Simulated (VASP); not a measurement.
# TiC2 (Pcc2) in VASP: relaxation of cell and atoms with PBE

Aim: the relaxation of cell and atoms of TiC2 with PBE.

All numbers are computed with VASP 6.6.1; they aren't measurements. Logs are shortened: lines on timing, memory, paths and dates and some standing lists are left out, and cuts for length are marked.

**1. The cell of the first run**

It takes space group Pcc2 (No. 27, orthorhombic). The conventional cell has a = 3.578 Å, b = 4.596 Å, c = 3.792 Å, α = 90.00°, β = 90.00°, γ = 90.00°. Within 2.6 Å of Ti (site symmetry 2) lie 2 Ti at 1.90 Å and 8 C at 1.94 to 2.52 Å. C (site symmetry 1) has 3 C at 1.53 to 1.90 Å and 2 Ti at 1.94 to 2.01 Å within 2.1 Å.

The cell was generated, and may not be a known phase.

**2. Relaxation of cell and atoms, PBE**

INCAR reads:

```
SYSTEM = TiC2
PREC = Accurate
ENCUT = 600
EDIFF = 1E-6
ISMEAR = 0
SIGMA = 0.1
LREAL = .False.
LASPH = .True.
NELM = 60
ALGO = Normal
ISIF = 3
LWAVE = .False.
LCHARG = .False.
GGA = PE
IBRION = 2
NSW = 90
EDIFFG = -0.04
```

KPOINTS reads:

```
Automatic mesh
0
Gamma
  6 4 4
  0 0 0
```

POSCAR reads:

```
TiC2
1.0
    3.5783220331      0.0000000000      0.0000000000
    0.0000000000      4.5956343881      0.0000000000
    0.0000000000      0.0000000000      3.7920886855
Ti C
2 4
Direct
    0.0000000000      0.5000000000      0.9194454495
    0.0000000000      0.5000000000      0.4194454495
    0.4886726709      0.6666666667      0.5113273291
    0.5113273291      0.3333333333      0.5113273291
    0.4886726709      0.3333333333      0.0113273291
    0.5113273291      0.6666666667      0.0113273291
```

Potentials or basis: VASP PAW PBE potentials, release 64 (Ti_sv, C).

Command:

```sh
$ cat potpaw_PBE.64/Ti_sv/POTCAR potpaw_PBE.64/C/POTCAR > POTCAR
$ mpirun -np 1 vasp_std > vasp.out
```

OUTCAR:

```text
SYSTEM = TiC2
   PREC = Accurate
   ENCUT = 600
   EDIFF = 1E-6
   ISMEAR = 0
   LREAL = .False.
   LASPH = .True.
   NELM = 60
   ISIF = 3
   GGA = PE
   IBRION = 2
   NSW = 90
   EDIFFG = -0.04

 ion  position               nearest neighbor table
   1  0.000  0.500  0.919-   2 1.90   2 1.90   6 1.94   5 1.94   6 2.01   5 2.01   3 2.46   4 2.46

   2  0.000  0.500  0.419-   1 1.90   1 1.90   4 1.94   3 1.94   4 2.01   3 2.01   5 2.46   6 2.46

   3  0.489  0.667  0.511-   4 1.53   6 1.90   6 1.90   2 1.94   2 2.01   1 2.46
   4  0.511  0.333  0.511-   3 1.53   5 1.90   5 1.90   2 1.94   2 2.01   1 2.46
   5  0.489  0.333  0.011-   6 1.53   4 1.90   4 1.90   1 1.94   1 2.01   2 2.46
   6  0.511  0.667  0.011-   5 1.53   3 1.90   3 1.90   1 1.94   1 2.01   2 2.46

  LATTYP: Found a simple orthorhombic cell.
 ALAT       =     3.5783220331
 B/A-ratio  =     1.0597393556
 C/A-ratio  =     1.2842987148

  Lattice vectors:

 A1 = (  -3.5783220331,   0.0000000000,   0.0000000000)
 A2 = (   0.0000000000,   0.0000000000,   3.7920886855)
 A3 = (   0.0000000000,   4.5956343881,   0.0000000000)

Analysis of symmetry for initial positions (statically):
=====================================================================
 Subroutine PRICEL returns:
 Original cell was already a primitive cell.

 Routine SETGRP: Setting up the symmetry group for a
 simple orthorhombic supercell.

 Subroutine GETGRP returns: Found  4 space group operations
 (whereof  2 operations were pure point group operations)
 out of a pool of  8 trial point group operations.

The static configuration has the point symmetry C_2 .
 The point group associated with its full space group is C_2v.

Analysis of symmetry for dynamics (positions and initial velocities):
=====================================================================
 Subroutine PRICEL returns:
 Original cell was already a primitive cell.

 Routine SETGRP: Setting up the symmetry group for a
 simple orthorhombic supercell.

 Subroutine GETGRP returns: Found  4 space group operations
 (whereof  2 operations were pure point group operations)
 out of a pool of  8 trial point group operations.

The dynamic configuration has the point symmetry C_2 .
 The point group associated with its full space group is C_2v.

 Subroutine INISYM returns: Found  4 space group operations
 (whereof  2 operations are pure point group operations),
 and found     1 'primitive' translations

----------------------------------------------------------------------------------------

                                     Primitive cell

  volume of cell :      62.3596

  direct lattice vectors                    reciprocal lattice vectors
     3.578322033  0.000000000  0.000000000     0.279460594  0.000000000  0.000000000
     0.000000000  4.595634388  0.000000000     0.000000000  0.217597815  0.000000000
     0.000000000  0.000000000  3.792088686     0.000000000  0.000000000  0.263706913

  length of vectors
     3.578322033  4.595634388  3.792088686     0.279460594  0.217597815  0.263706913

  position of ions in fractional coordinates (direct lattice)
     0.000000000  0.500000000  0.919445450
     0.000000000  0.500000000  0.419445450
     0.488672671  0.666666667  0.511327329
     0.511327329  0.333333333  0.511327329
     0.488672671  0.333333333  0.011327329
     0.511327329  0.666666667  0.011327329

  ion indices of the primitive-cell ions
   primitive index   ion index
                 1           1
                 2           2
                 3           3
                 4           4
                 5           5
                 6           6

----------------------------------------------------------------------------------------

 KPOINTS: Automatic mesh

Automatic generation of k-mesh.
 Grid dimensions read from file:
 generate k-points for:    6    4    4

 Generating k-lattice:

  Cartesian coordinates                     Fractional coordinates (reciprocal lattice)
     0.046576766  0.000000000  0.000000000     0.166666667  0.000000000  0.000000000
     0.000000000  0.054399454  0.000000000     0.000000000  0.250000000  0.000000000
     0.000000000  0.000000000  0.065926728     0.000000000  0.000000000  0.250000000

  Length of vectors
     0.046576766  0.054399454  0.065926728

  Shift w.r.t. Gamma in fractional coordinates (k-lattice)
     0.000000000  0.000000000  0.000000000

 Subroutine IBZKPT returns following result:
 ===========================================

 Found     36 irreducible k-points:

 Following reciprocal coordinates:
            Coordinates               Weight
  0.000000  0.000000  0.000000      1.000000
  0.166667  0.000000  0.000000      2.000000
  0.333333  0.000000  0.000000      2.000000
  0.500000  0.000000  0.000000      1.000000
  0.000000  0.250000  0.000000      2.000000
  0.166667  0.250000  0.000000      4.000000
[... 16 lines left out ...]
  0.333333  0.500000  0.250000      4.000000
  0.500000  0.500000  0.250000      2.000000
 [... further k-points ...]
   k-points           NKPTS =     36   k-points in BZ     NKDIM =     36   number of bands    NBANDS=     24
   number of dos      NEDOS =    301   number of ions     NIONS =      6
   total plane-waves  NPLWV =  36000
   dimension x,y,z NGX =    30 NGY =   40 NGZ =   30
   dimension x,y,z NGXF=    60 NGYF=   80 NGZF=   60
   ions per type =               2   4
   NGX,Y,Z   is equivalent  to a cutoff of  13.94, 14.47, 13.15 a.u.
   NGXF,Y,Z  is equivalent  to a cutoff of  27.88, 28.94, 26.30 a.u.
 SYSTEM =  TiC2
   PREC   = accura    normal or accurate (medium, high low for compatibility)
   ISTART =      0    job   : 0-new  1-cont  2-samecut
   ICHARG =      2    charge: 1-file 2-atom 10-const
   ISPIN  =      1    spin polarized calculation?
   LNONCOLLINEAR =      F non collinear calculations
   LSORBIT =      F    spin-orbit coupling
   LASPH  =      T    aspherical Exc in radial PAW
   ENCUT  =  600.0 eV  44.10 Ry    6.64 a.u.   7.15  9.18  7.57*2*pi/ulx,y,z
   NELM   =     60;   NELMIN=  2; NELMDL= -5     # of ELM steps
   EDIFF  = 0.1E-05   stopping-criterion for ELM
   LREAL  =      F    real-space projection
   EDIFFG = -.4E-01   stopping-criterion for IOM
   NSW    =     90    number of steps for IOM
   IBRION =      2    ionic relax: 0-MD 1-quasi-New 2-CG
   NFREE  =      1    steps in history (QN), initial steepest desc. (CG)
   ISIF   =      3    stress and relaxation
   ISYM   =      2    0-nonsym 1-usesym 2-fastsym
   POTIM  = 0.5000    time-step for ionic-motion
   TEBEG  =    0.0;   TEEND  =   0.0 temperature during run
   PSTRESS=    0.0 pullay stress
   NELECT =      40.0000    total number of electrons
   NUPDOWN=      -1.0000    fix difference up-down
   EMIN   =  10.00;   EMAX   =-10.00  energy-range for DOS
   EFERMI =   0.00;   METHOD = LEGACY
   ISMEAR =     0;   SIGMA  =   0.10  broadening in eV -4-tet -1-fermi 0-gaus
   EFERMI_NEDOS =   21; number of points for ismear=-14 and -15
   IALGO  =     38    algorithm
   IMIX   =      4    mixing-type and parameters
     AMIX     =   0.40;   BMIX     =  1.00
     AMIX_MAG =   1.60;   BMIX_MAG =  1.00
  volume/ion in A,a.u.               =      10.39        70.14
  Fermi-wavevector in a.u.,A,eV,Ry     =   1.411867  2.668041 27.121413  1.993368
  Thomas-Fermi vector in A             =   2.533674
   LORBIT       =      0    0 simple, 1 ext, 2 COOP (PROOUT), +10 PAW based schemes
   GGA     = PE    functional components
   LHFCALC =     F    Hartree Fock is set to
   AEXX    =    0.0000 exact exchange contribution
   IVDW    =     0    specifies the selected vdW correction
   LEPSILON=     F    determine dielectric tensor
   LRPA    =     F    only Hartree local field effects (RPA)
 conjugate gradient relaxation of ions
 non-spin polarized calculation
 Gauss-broadening in eV      SIGMA  =   0.10
  energy-cutoff  :      600.00
  volume of cell :       62.36
 maximum number of plane-waves:      2112
 NGX is ok and might be reduce to    30
   NGX = 15   NGY = 19   NGZ = 15

--------------------------------------- Ionic step        1  -------------------------------------------

 number of electron      40.0000005 magnetization

 Free energy of the ion-electron system (eV)
  ---------------------------------------------------
  ext. energy  EPLUGINS =         0.00000000
  ---------------------------------------------------
  free energy    TOTEN  =       -37.39027976 eV

  energy without entropy =      -37.36205739  energy(sigma->0) =      -37.37616858

------------------------ aborting loop because EDIFF is reached ----------------------------------------

  FORCE on cell =-STRESS in cart. coord.  units (eV):
  Direction    XX          YY          ZZ          XY          YZ          ZX
  --------------------------------------------------------------------------------------
  -------------------------------------------------------------------------------------
  Total       25.9673186      2.8286532     43.9106851      0.0000000      0.0000000      0.0000000
  in kB      667.1666216     72.6753129   1128.1774560      0.0000000      0.0000000      0.0000000
  external PRESSURE =     622.6731302 kB  Pullay stress =       0.0000000 kB
[... 25 lines left out ...]
  energy  without entropy=      -37.3620573950  energy(sigma->0) =      -37.37616858

--------------------------------------- Ionic step        2  -------------------------------------------

 number of electron      39.9999987 magnetization

 E-fermi :   2.7005     XC(G=0):  -9.1744

 val. band max:        2.5884193042   @ k =   0.0000   0.0000   0.2500
 cond. band min:       2.7044452329   @ k =   0.5000   0.2500   0.2500
 fundamental gap:      0.1160259287
 Fermi energy:         2.7004577144

 k-point     1 :       0.0000    0.0000    0.0000
  band No.  band energies     occupation
      1     -54.7702      2.00000
      2     -54.6132      2.00000
      3     -31.3753      2.00000
      4     -31.0670      2.00000
      5     -31.0216      2.00000
      6     -30.9472      2.00000
[... 637 lines left out ...]
     23       3.6697      0.00000
     24       4.0477      0.00000

 [... further k-points ...]
[... 5 lines left out ...]
  --------------------------------------------------------------------------------------
  -------------------------------------------------------------------------------------
  Total      -30.8446562    -13.5539814     -9.9893212      0.0000000      0.0000000      0.0000000
  in kB     -473.7535449   -208.1802007   -153.4293748      0.0000000      0.0000000      0.0000000
  external PRESSURE =    -278.4543735 kB  Pullay stress =       0.0000000 kB
[... 61 lines left out ...]
  FREE ENERGIE OF THE ION-ELECTRON SYSTEM (eV)
  ---------------------------------------------------
  free  energy   TOTEN  =       -42.8921041443 eV

  energy  without entropy=      -42.8809106951  energy(sigma->0) =      -42.88650742

 E-fermi :   4.3753     XC(G=0): -10.0694

 val. band max:        4.3709747215   @ k =   0.0000   0.5000   0.5000
 cond. band min:       4.4170280947   @ k =   0.3333   0.0000   0.2500
 fundamental gap:      0.0460533733
 Fermi energy:         4.3752580482

 k-point     1 :       0.0000    0.0000    0.0000
  band No.  band energies     occupation
      1     -52.7679      2.00000
      2     -52.7230      2.00000
      3     -29.3401      2.00000
      4     -28.9966      2.00000
      5     -28.9516      2.00000
      6     -28.9219      2.00000
[... 637 lines left out ...]
     23       6.2827      0.00000
     24       6.3307      0.00000

 [... further k-points ...]

[... ionic steps 4 to 27 ...]

--------------------------------------- Ionic step       28  -------------------------------------------

 number of electron      39.9999984 magnetization

------------------------ aborting loop because EDIFF is reached ----------------------------------------

  FORCE on cell =-STRESS in cart. coord.  units (eV):
  Direction    XX          YY          ZZ          XY          YZ          ZX
  --------------------------------------------------------------------------------------
  -------------------------------------------------------------------------------------
  Total        0.1881104      0.3759105     -0.2950589      0.0000000      0.0000000      0.0000000
  in kB        3.4244634      6.8432788     -5.3714137      0.0000000      0.0000000      0.0000000
  external PRESSURE =       1.6321095 kB  Pullay stress =       0.0000000 kB
[... 65 lines left out ...]
  energy  without entropy=      -48.1285530428  energy(sigma->0) =      -48.13430488

--------------------------------------- Ionic step       30  -------------------------------------------

 number of electron      39.9999984 magnetization

 Free energy of the ion-electron system (eV)
  ---------------------------------------------------
  ext. energy  EPLUGINS =         0.00000000
  ---------------------------------------------------
  free energy    TOTEN  =       -48.14081315 eV

  energy without entropy =      -48.12897266  energy(sigma->0) =      -48.13489291

 E-fermi :   3.3160     XC(G=0):  -9.3063

 val. band max:        3.3083468238   @ k =   0.3333   0.0000   0.2500
 cond. band min:       3.3590691033   @ k =   0.1667   0.5000   0.0000
 fundamental gap:      0.0507222795
 Fermi energy:         3.3160171863

 k-point     1 :       0.0000    0.0000    0.0000
  band No.  band energies     occupation
      1     -53.8319      2.00000
      2     -53.7822      2.00000
      3     -30.4207      2.00000
      4     -30.0736      2.00000
      5     -30.0248      2.00000
      6     -29.9976      2.00000
[... 637 lines left out ...]
     23       5.1610      0.00000
     24       5.4479      0.00000

 [... further k-points ...]
[... 5 lines left out ...]
  --------------------------------------------------------------------------------------
  -------------------------------------------------------------------------------------
  Total        0.1069187      0.2344518     -0.1311066      0.0000000      0.0000000      0.0000000
  in kB        1.9447274      4.2644071     -2.3846776      0.0000000      0.0000000      0.0000000
  external PRESSURE =       1.2748190 kB  Pullay stress =       0.0000000 kB
[... 21 lines left out ...]
  FREE ENERGIE OF THE ION-ELECTRON SYSTEM (eV)
  ---------------------------------------------------
  free  energy   TOTEN  =       -48.1408131511 eV

  energy  without entropy=      -48.1289726606  energy(sigma->0) =      -48.13489291

 reached required accuracy - stopping structural energy minimisation
```

It took 28 min on 1 thread of Intel Xeon 6975P-C (Granite Rapids), shared host; peak memory 0.22 GiB.

What came out:

| Item | Value |
| --- | --- |
| Free energy | -48.1408 eV |
| Relaxed volume | 14.68 Å³/atom |
| Relaxed cell | a = 3.007 Å, b = 5.058 Å, c = 5.791 Å, α = 90.00°, β = 90.00°, γ = 90.00° |
| Space group after relaxing (to 0.1 Å) | Pmmm (No. 47) |
| Energy gained by relaxing | 1791.8 meV/atom |
| Ionic steps | 30 |
| Pressure after relaxing | 0.1 GPa |
| Largest force after relaxing | 0.034 eV/Å |
| Band gap on the k mesh | zero (bands 20 and 21 overlap by 0.99 eV) |

Forces on the atoms (eV/Å):
```
Ti   0.000  0.000  0.034
Ti   0.000  0.000  0.034
C    0.004  0.025 -0.017
C   -0.004 -0.025 -0.017
C    0.004 -0.025 -0.017
C   -0.004  0.025 -0.017
```

Step by step:
```tsv
step	energy change (eV)	largest force (eV/Å)	pressure (GPa)	volume (Å³)
1	0.0000	4.6253	62.27	62.36
2	-2.5630	4.1154	-27.85	104.31
3	-5.5018	2.6264	-12.83	82.61
4	-5.5238	2.5465	-11.21	81.58
5	-8.2144	1.7905	1.66	80.09
6	-8.1481	6.7813	13.12	79.02
7	-8.3196	3.0509	5.34	79.72
8	-10.0264	1.6544	-8.67	82.09
9	-10.0268	1.6615	-8.69	82.09
10	-10.3848	1.4140	2.83	77.38
11	-10.3984	1.5070	0.77	78.12
12	-10.5802	0.5087	3.78	77.60
13	-10.5802	0.5167	3.83	77.59
14	-10.5987	1.2539	-2.54	79.86
15	-10.6242	0.5467	0.07	78.85
16	-10.6666	0.3151	0.66	79.72
17	-10.6777	0.1989	1.17	80.47
18	-10.6932	0.1588	0.26	81.62
19	-10.7047	0.2837	-1.13	83.56
20	-10.7153	0.1811	-0.28	83.89
21	-10.7212	0.3573	0.95	84.34
22	-10.7289	0.2702	0.93	84.75
23	-10.7410	0.2019	0.96	85.94
24	-10.7417	0.1941	0.94	86.31
25	-10.7453	0.1298	0.54	86.79
26	-10.7484	0.1321	-0.16	87.64
27	-10.7486	0.1442	-0.34	87.89
28	-10.7498	0.0714	0.16	88.01
29	-10.7498	0.0478	0.10	88.00
30	-10.7505	0.0337	0.13	88.09
```

Final structure:
```
Ti C
1.0
     3.00734    0.00000    0.00000
     0.00000    5.05798    0.00000
     0.00000    0.00000    5.79090
Ti C
2 4
Direct
  0.00000 0.50000 0.81375
  0.00000 0.50000 0.31375
  0.49966 0.63541 0.56417
  0.50034 0.36458 0.56417
  0.49966 0.36458 0.06417
  0.50034 0.63541 0.06417
```

Caveat: the k points lie up to 0.35 Å⁻¹ apart in the final cell, too coarse for converged energies and pressures of a metal; the volume moved by over 15 % at a fixed basis, so the end points are rough.

The gap in the log of VASP goes by the Fermi energy; the results here count the filled bands.